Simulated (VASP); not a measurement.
# CoH4 (P-4m2) in VASP: a series of runs

CoH4 is run at these levels: PBE; tasks: single point, relaxation of cell and atoms.

All numbers are computed with VASP 6.6.1; they aren't measurements. Logs are shortened: lines on timing, memory, paths and dates and some standing lists are left out, and cuts for length are marked.

### Step 1. The cell of the first run

The structure is tetragonal, space group P-4m2 (No. 115). Conventional cell: a = 3.869 Å, b = 3.869 Å, c = 3.062 Å, α = 90.00°, β = 90.00°, γ = 90.00°. Within 3.1 Å of Co (site symmetry -4m2) lie 16 H at 2.30 to 2.80 Å and 2 Co at 3.06 Å. Within 1.6 Å of H (site symmetry 2mm) lie 1 H at 1.18 Å. H (site symmetry 2mm) has 10 H at 2.04 to 2.80 Å and 4 Co at 2.30 to 2.66 Å within 2.8 Å.

The cell was built from a structure type or drawn by symmetry, and may not be a known phase.

### Step 2. Single point, PBE, collinear spin, ferromagnetic start

Contents of INCAR:

```
SYSTEM = CoH4
ALGO = Normal ; EDIFF = 1E-6
ENCUT = 600 ; GGA = PE
GGA_COMPAT = .False. ; ISIF = 2
ISMEAR = 0 ; ISPIN = 2
LASPH = .True. ; LCHARG = .False.
LMAXMIX = 4 ; LORBIT = 11
LREAL = .False. ; LWAVE = .False.
MAGMOM = 3 0 0 0 0 ; NBANDS = 22
NELM = 200 ; PREC = Accurate
SIGMA = 0.1
```

Contents of KPOINTS:

```
k-points
0
Gamma
  4 4 6
  0 0 0
```

Contents of POSCAR:

```
CoH4
1.0
    3.8691087900      0.0000000000      0.0000000000
    0.0000000000      3.8691087900      0.0000000000
    0.0000000000      0.0000000000      3.0615625700
Co H
1 4
Direct
    0.0000000000      0.0000000000      0.0000000000
    0.5000000000      0.5000000000      0.8078602000
    0.5000000000      0.5000000000      0.1921398000
    0.0000000000      0.5000000000      0.4040225500
    0.5000000000      0.0000000000      0.5959774500
```

Potentials or basis: VASP PAW PBE potentials, release 64 (Co_sv, H).

Started as:

```sh
$ cat potpaw_PBE.64/Co_sv/POTCAR potpaw_PBE.64/H/POTCAR > POTCAR
$ mpirun -np 1 vasp_std > vasp.out
```

OUTCAR:

```text
SYSTEM = CoH4
   EDIFF = 1E-6
   ENCUT = 600
   GGA = PE
   ISIF = 2
   ISMEAR = 0
   ISPIN = 2
   LASPH = .True.
   LORBIT = 11
   LREAL = .False.
   NELM = 200
   PREC = Accurate

 ion  position               nearest neighbor table
   1  0.000  0.000  0.000-
   2  0.500  0.500  0.808-
   3  0.500  0.500  0.192-
   4  0.000  0.500  0.404-
   5  0.500  0.000  0.596-

  LATTYP: Found a simple tetragonal cell.
 ALAT       =     3.8691087900
 C/A-ratio  =     0.7912836615

  Lattice vectors:

 A1 = (   3.8691087900,   0.0000000000,   0.0000000000)
 A2 = (   0.0000000000,   3.8691087900,   0.0000000000)
 A3 = (   0.0000000000,   0.0000000000,   3.0615625700)

Analysis of symmetry for initial positions (statically):
=====================================================================
 Subroutine PRICEL returns:
 Original cell was already a primitive cell.

 Routine SETGRP: Setting up the symmetry group for a
 simple tetragonal supercell.

 Subroutine GETGRP returns: Found  8 space group operations
 (whereof  8 operations were pure point group operations)
 out of a pool of 16 trial point group operations.

The static configuration has the point symmetry D_2d.

Analysis of symmetry for dynamics (positions and initial velocities):
=====================================================================
 Subroutine PRICEL returns:
 Original cell was already a primitive cell.

 Routine SETGRP: Setting up the symmetry group for a
 simple tetragonal supercell.

 Subroutine GETGRP returns: Found  8 space group operations
 (whereof  8 operations were pure point group operations)
 out of a pool of 16 trial point group operations.

The dynamic configuration has the point symmetry D_2d.

Analysis of structural, dynamic, and magnetic symmetry:
=====================================================================
 Subroutine PRICEL returns:
 Original cell was already a primitive cell.

 Routine SETGRP: Setting up the symmetry group for a
 simple tetragonal supercell.

 Subroutine GETGRP returns: Found  8 space group operations
 (whereof  8 operations were pure point group operations)
 out of a pool of 16 trial point group operations.

The overall configuration has the point symmetry D_2d.

 Subroutine INISYM returns: Found  8 space group operations
 (whereof  8 operations are pure point group operations),
 and found     1 'primitive' translations

----------------------------------------------------------------------------------------

                                     Primitive cell

  volume of cell :      45.8316

  direct lattice vectors                    reciprocal lattice vectors
     3.869108790  0.000000000  0.000000000     0.258457452  0.000000000  0.000000000
     0.000000000  3.869108790  0.000000000     0.000000000  0.258457452  0.000000000
     0.000000000  0.000000000  3.061562570     0.000000000  0.000000000  0.326630594

  length of vectors
     3.869108790  3.869108790  3.061562570     0.258457452  0.258457452  0.326630594

  position of ions in fractional coordinates (direct lattice)
     0.000000000  0.000000000  0.000000000
     0.500000000  0.500000000  0.807860200
     0.500000000  0.500000000  0.192139800
     0.000000000  0.500000000  0.404022550
     0.500000000  0.000000000  0.595977450

  ion indices of the primitive-cell ions
   primitive index   ion index
                 1           1
                 2           2
                 3           3
                 4           4
                 5           5

----------------------------------------------------------------------------------------

 KPOINTS: k-points

Automatic generation of k-mesh.
 Grid dimensions read from file:
 generate k-points for:    4    4    6

 Generating k-lattice:

  Cartesian coordinates                     Fractional coordinates (reciprocal lattice)
     0.064614363  0.000000000  0.000000000     0.250000000  0.000000000  0.000000000
     0.000000000  0.064614363  0.000000000     0.000000000  0.250000000  0.000000000
     0.000000000  0.000000000  0.054438432     0.000000000  0.000000000  0.166666667

  Length of vectors
     0.064614363  0.064614363  0.054438432

  Shift w.r.t. Gamma in fractional coordinates (k-lattice)
     0.000000000  0.000000000  0.000000000

 Subroutine IBZKPT returns following result:
 ===========================================

 Found     24 irreducible k-points:

 Following reciprocal coordinates:
            Coordinates               Weight
  0.000000  0.000000  0.000000      1.000000
  0.250000  0.000000  0.000000      4.000000
  0.500000  0.000000  0.000000      2.000000
  0.250000  0.250000  0.000000      4.000000
  0.500000  0.250000  0.000000      4.000000
  0.500000  0.500000  0.000000      1.000000
[... 16 lines left out ...]
  0.500000  0.250000  0.500000      4.000000
  0.500000  0.500000  0.500000      1.000000
   k-points           NKPTS =     24   k-points in BZ     NKDIM =     24   number of bands    NBANDS=     22
[... 63 lines left out ...]

  energy without entropy =      -14.53614266  energy(sigma->0) =      -14.54484470

 E-fermi :   1.2041     XC(G=0):  -9.1368

 val. band max:        1.1947723773   @ k =   0.5000   0.2500   0.3333
 cond. band min:       1.2089822528   @ k =   0.2500   0.0000   0.0000
 fundamental gap:      0.0142098755
 Fermi energy:         1.2041095846

 spin component 1

 k-point     1 :       0.0000    0.0000    0.0000
  band No.  band energies     occupation
      1     -95.1836      1.00000
      2     -58.4624      1.00000
      3     -58.4624      1.00000
      4     -58.4320      1.00000
      5      -7.0054      1.00000
      6      -2.4251      1.00000
[... 14 lines left out ...]
     21      17.9417      0.00000
     22      19.0857      0.00000

 k-point     2 :       0.2500    0.0000    0.0000
  band No.  band energies     occupation
      1     -95.1836      1.00000
      2     -58.4620      1.00000
      3     -58.4619      1.00000
      4     -58.4317      1.00000
      5      -6.4825      1.00000
      6      -2.6180      1.00000
[... 14 lines left out ...]
     21      17.7606      0.00000
     22      19.7683      0.00000
[... 508 lines left out ...]
      6      -2.4524      1.00000
[... 14 lines left out ...]
     21      19.0284      0.00000
     22      19.9786      0.00000

 k-point    24 :       0.5000    0.5000    0.5000
  band No.  band energies     occupation
      1     -95.1827      1.00000
      2     -58.4608      1.00000
      3     -58.4607      1.00000
      4     -58.4455      1.00000
      5      -2.5704      1.00000
      6      -2.5268      1.00000
[... 14 lines left out ...]
     21      19.9341      0.00000
     22      23.0141      0.00000
 Fermi energy:         1.2041095846

 spin component 2

 k-point     1 :       0.0000    0.0000    0.0000
  band No.  band energies     occupation
      1     -92.5524      1.00000
      2     -55.8863      1.00000
      3     -55.8722      1.00000
      4     -55.8718      1.00000
      5      -6.9089      1.00000
      6      -0.7459      1.00000
[... 14 lines left out ...]
     21      18.1530      0.00000
     22      19.3933      0.00000

 k-point     2 :       0.2500    0.0000    0.0000
  band No.  band energies     occupation
      1     -92.5524      1.00000
      2     -55.8862      1.00000
      3     -55.8717      1.00000
      4     -55.8712      1.00000
      5      -6.3970      1.00000
      6      -1.8791      1.00000
[... 14 lines left out ...]
     21      18.0161      0.00000
     22      20.0035      0.00000
[... 523 lines left out ...]
     21      19.6446      0.00000
     22      20.1874      0.00000

 k-point    24 :       0.5000    0.5000    0.5000
  band No.  band energies     occupation
      1     -92.5514      1.00000
      2     -55.9024      1.00000
      3     -55.8704      1.00000
      4     -55.8701      1.00000
      5      -2.3958      1.00000
      6      -1.2313      1.00000
[... 14 lines left out ...]
     21      20.1072      0.00000
     22      23.1279      0.00000

------------------------ aborting loop because EDIFF is reached ----------------------------------------

  FORCE on cell =-STRESS in cart. coord.  units (eV):
  Direction    XX          YY          ZZ          XY          YZ          ZX
  --------------------------------------------------------------------------------------
  -------------------------------------------------------------------------------------
  Total       -3.8466003     -3.8466003     -9.4913679      0.0000000      0.0000000      0.0000000
  in kB     -134.4691398   -134.4691398   -331.7984619      0.0000000      0.0000000      0.0000000
  external PRESSURE =    -200.2455805 kB  Pullay stress =       0.0000000 kB

 VOLUME and BASIS-vectors are now :
 -----------------------------------------------------------------------------
  energy-cutoff  :      600.00
  volume of cell :       45.83
      direct lattice vectors                 reciprocal lattice vectors
     3.869108790  0.000000000  0.000000000     0.258457452  0.000000000  0.000000000
     0.000000000  3.869108790  0.000000000     0.000000000  0.258457452  0.000000000
     0.000000000  0.000000000  3.061562570     0.000000000  0.000000000  0.326630594

 POSITION                                       TOTAL-FORCE (eV/Angst)
 -----------------------------------------------------------------------------------
      0.00000      0.00000      0.00000         0.000000     -0.000000     -0.000000
      1.93455      1.93455      2.47331         0.000000     -0.000000      3.509040
      1.93455      1.93455      0.58825         0.000000      0.000000     -3.509040
      0.00000      1.93455      1.23694         0.000000     -0.000000     -0.294256
      1.93455      0.00000      1.82462        -0.000000      0.000000      0.294256
 -----------------------------------------------------------------------------------
    total drift:                                0.000000      0.000000     -0.000000

  FREE ENERGIE OF THE ION-ELECTRON SYSTEM (eV)
  ---------------------------------------------------
  free  energy   TOTEN  =       -14.5535467447 eV

  energy  without entropy=      -14.5361426614  energy(sigma->0) =      -14.54484470

 total charge

# of ion       s       p       d       tot
------------------------------------------
    1        2.125   6.004   6.711  14.840
    2        0.415   0.010   0.000   0.425
    3        0.415   0.010   0.000   0.425
    4        0.417   0.004   0.000   0.421
    5        0.417   0.004   0.000   0.421
--------------------------------------------------
tot          3.788   6.034   6.711  16.533

 magnetization (x)

# of ion       s       p       d       tot
------------------------------------------
    1        0.019   0.007   2.168   2.194
    2        0.001   0.000   0.000   0.001
    3        0.001   0.000   0.000   0.001
    4       -0.005   0.000   0.000  -0.005
    5       -0.005   0.000   0.000  -0.005
--------------------------------------------------
tot          0.011   0.008   2.168   2.187
```

It took 93 s on 1 thread of AMD EPYC 7R43 (Zen 3), shared host; peak memory 0.17 GiB.

What came out:

* Free energy: -14.5535 eV
* Pressure: -20.0 GPa
* Largest force: 3.509 eV/Å
* Net moment: 2.35 μB per cell
* Site moments: Co +2.19; H +0.00, -0.01 (each value once) μB
* Valence electrons inside the program's atomic spheres: Co 14.84; H 0.42

Forces in eV/Å, atoms in the order of the input:
```
Co   0.000  0.000  0.000
H    0.000  0.000  3.509
H    0.000  0.000 -3.509
H    0.000  0.000 -0.294
H    0.000  0.000  0.294
```

Levels at points of the mesh, in eV from the Fermi level:
Spin up:
| k point | band 8 | band 9 | band 10 | band 11 | band 12 | band 13 | band 14 | band 15 | band 16 | band 17 |
| --- | --- | --- | --- | --- | --- | --- | --- | --- | --- | --- |
| (0.00, 0.00, 0.00) | -2.49 | -2.49 | -1.88 | -0.77 | 0.65 | 4.52 | 4.52 | 6.81 | 6.83 | 13.25 |
| (0.50, 0.00, 0.00) | -2.59 | -2.49 | -2.21 | -2.02 | -0.17 | 4.64 | 6.53 | 7.41 | 8.47 | 11.28 |
| (0.50, 0.50, 0.00) | -2.75 | -2.73 | -2.45 | -2.45 | -1.52 | -0.32 | 7.69 | 10.54 | 10.54 | 12.67 |
| (0.00, 0.00, 0.50) | -2.91 | -2.91 | -1.82 | -1.40 | 0.86 | 3.92 | 4.18 | 8.21 | 8.21 | 8.35 |
| (0.50, 0.00, 0.50) | -2.89 | -2.12 | -1.92 | -1.67 | -0.85 | 1.64 | 3.73 | 6.90 | 7.11 | 10.20 |
| (0.50, 0.50, 0.50) | -2.69 | -1.64 | -1.20 | 0.01 | 0.01 | 0.57 | 2.79 | 3.94 | 4.04 | 4.04 |
Spin down:
```csv
k point,band 7,band 8,band 9,band 10,band 11,band 12
"(0.00, 0.00, 0.00)",-1.91,-0.64,-0.16,0.37,0.37,2.06
"(0.50, 0.00, 0.00)",-1.19,-0.82,-0.39,0.38,0.39,0.47
"(0.50, 0.50, 0.00)",-3.15,-1.74,-0.31,0.32,0.32,0.40
"(0.00, 0.00, 0.50)",-0.56,-0.27,-0.27,-0.06,0.00,0.84
"(0.50, 0.00, 0.50)",-2.34,-0.68,-0.46,-0.22,0.29,1.02
"(0.50, 0.50, 0.50)",-2.44,-0.14,-0.10,0.47,0.65,1.46
```

Caveat: the k points lie up to 0.41 Å⁻¹ apart; forces of over 1 eV/Å act on the atoms, so gaps and moduli don't describe the material at rest.

### Step 3. Relaxation of cell and atoms, PBE, collinear spin, ferromagnetic start

Contents of INCAR:

```
PREC = Accurate
ENCUT = 600
EDIFF = 1E-7
ISMEAR = 0
SIGMA = 0.1
LREAL = F
LASPH = T
NELM = 150
ALGO = Normal
ISIF = 3
LWAVE = F
LCHARG = F
ISPIN = 2
MAGMOM = 3 0 0 0 0
LORBIT = 11
LMAXMIX = 4
GGA = PE
IBRION = 2
NSW = 90
EDIFFG = -0.04
```

Contents of KPOINTS:

```
Automatic mesh
0
Gamma
  4 4 6
```

POSCAR is that of step 2.

Potentials or basis: VASP PAW PBE potentials, release 64 (Co, H).

Started as:

```sh
$ cat potpaw_PBE.64/Co/POTCAR potpaw_PBE.64/H/POTCAR > POTCAR
$ mpirun -np 1 vasp_std > vasp.out
```

Run time: 13 min. Hardware: 1 thread of Intel Xeon 8259CL, shared host; peak memory 0.22 GiB.

It converged, with:

* Free energy: -17.4484 eV
* Relaxed volume: 4.69 Å³/atom
* Relaxed cell: a = 2.957 Å, b = 2.957 Å, c = 2.681 Å, α = 90.00°, β = 90.00°, γ = 90.00°
* Space group after relaxing (to 0.1 Å): P4/mmm (No. 123)
* Energy gained by relaxing: 606.7 meV/atom
* Ionic steps: 24
* Pressure after relaxing: 0.1 GPa
* Largest force after relaxing: 0.029 eV/Å
* Net moment: 1.18 μB per cell
* Site moments: Co +1.13; H +0.03, -0.00 (each value once) μB
* Valence electrons inside the program's atomic spheres: Co 8.10; H 0.60, 0.49 (each value once)

Forces in eV/Å, atoms in the order of the input:
```
Co   0.000  0.000  0.000
H    0.000  0.000 -0.016
H    0.000  0.000  0.016
H    0.000  0.000  0.029
H    0.000  0.000 -0.029
```

Stress tensor (GPa, compression positive):
```
 0.14  0.00  0.00
 0.00  0.14  0.00
 0.00  0.00 -0.09
```

Step by step:
```tsv
step	energy change (eV)	largest force (eV/Å)	pressure (GPa)	volume (Å³)
1	0.0000	3.3361	-21.22	45.83
2	-2.0076	0.7122	-14.95	38.21
3	-2.0995	2.4071	-11.20	36.65
4	-2.1036	1.4430	-12.27	37.04
5	-2.4926	0.1296	-12.76	32.95
6	-2.7419	1.3816	-8.33	28.20
7	-2.6997	2.4094	11.54	24.39
8	-2.8220	0.2489	-0.86	26.37
9	-2.8221	0.2504	-0.63	26.32
10	-2.8418	0.2521	-0.26	26.06
11	-2.8834	0.2149	0.96	25.28
12	-2.9566	0.4152	4.11	23.66
13	-2.8171	1.4960	22.64	20.33
14	-2.9806	0.7182	6.68	22.87
15	-2.9684	0.9528	11.76	21.85
16	-2.9831	0.8164	8.70	22.42
17	-2.9948	0.5541	8.10	22.38
18	-3.0096	0.0495	6.43	22.25
19	-3.0097	0.0819	6.27	22.24
20	-3.0138	0.0961	5.68	22.34
21	-3.0237	0.0998	3.88	22.66
22	-3.0333	0.0716	0.54	23.30
23	-3.0336	0.0637	-0.14	23.44
24	-3.0337	0.0291	0.06	23.44
```

Final structure:
```xyz
5
Lattice="2.9573 0.0000 0.0000 0.0000 2.9573 0.0000 0.0000 0.0000 2.6807" Properties=species:S:1:pos:R:3 pbc="T T T"
Co    0.0000    0.0000    0.0000
H     1.4786    1.4786    2.2795
H     1.4786    1.4786    0.4012
H     0.0000    1.4786    1.3047
H     1.4786    0.0000    1.3760
```

Levels at points of the mesh, in eV from the Fermi level:
Spin up:
```
           k point  band 3  band 4  band 5  band 6  band 7  band 8  band 9  band 10  band 11  band 12
(0.00, 0.00, 0.00)   -4.63   -1.56   -1.18   -1.18    0.49    3.30    6.46     6.46     7.21    11.07
(0.50, 0.00, 0.00)   -3.31   -2.26   -1.75   -1.14   -1.08   -0.17   10.34    10.47    11.48    12.30
(0.50, 0.50, 0.00)   -5.49   -3.59   -1.56   -1.56   -1.46   -0.33    2.03    10.82    13.71    13.84
(0.00, 0.00, 0.50)   -3.08   -2.20   -2.20   -1.45   -0.88    1.63    7.17     8.86    11.76    11.76
(0.50, 0.00, 0.50)   -4.64   -3.33   -2.03   -1.99   -1.27    1.09    3.02     8.39    10.03    11.72
(0.50, 0.50, 0.50)   -5.69   -1.39   -1.16   -0.04    0.51    2.44    2.44     3.32     3.32     3.69
```
Spin down:
| k point | band 2 | band 3 | band 4 | band 5 | band 6 | band 7 | band 8 | band 9 | band 10 | band 11 |
| --- | --- | --- | --- | --- | --- | --- | --- | --- | --- | --- |
| (0.00, 0.00, 0.00) | -3.86 | -3.81 | -0.52 | -0.45 | -0.45 | 1.45 | 4.04 | 6.52 | 6.52 | 7.31 |
| (0.50, 0.00, 0.00) | -8.07 | -1.89 | -1.33 | -1.09 | -0.40 | -0.07 | 0.49 | 10.55 | 10.69 | 11.61 |
| (0.50, 0.50, 0.00) | -5.49 | -5.49 | -2.54 | -0.87 | -0.87 | 0.17 | 0.70 | 2.85 | 10.99 | 13.83 |
| (0.00, 0.00, 0.50) | -8.91 | -1.72 | -1.56 | -1.56 | -0.40 | 0.87 | 1.60 | 7.52 | 9.02 | 11.91 |
| (0.50, 0.00, 0.50) | -7.10 | -4.64 | -2.24 | -1.37 | -1.01 | 0.48 | 1.69 | 3.76 | 8.50 | 10.23 |
| (0.50, 0.50, 0.50) | -5.48 | -5.48 | 0.25 | 0.61 | 0.66 | 0.97 | 2.91 | 2.91 | 3.46 | 3.46 |

Caveat: the k points lie up to 0.53 Å⁻¹ apart in the final cell; the volume moved by over 15 % at a fixed basis, so the end points are rough.
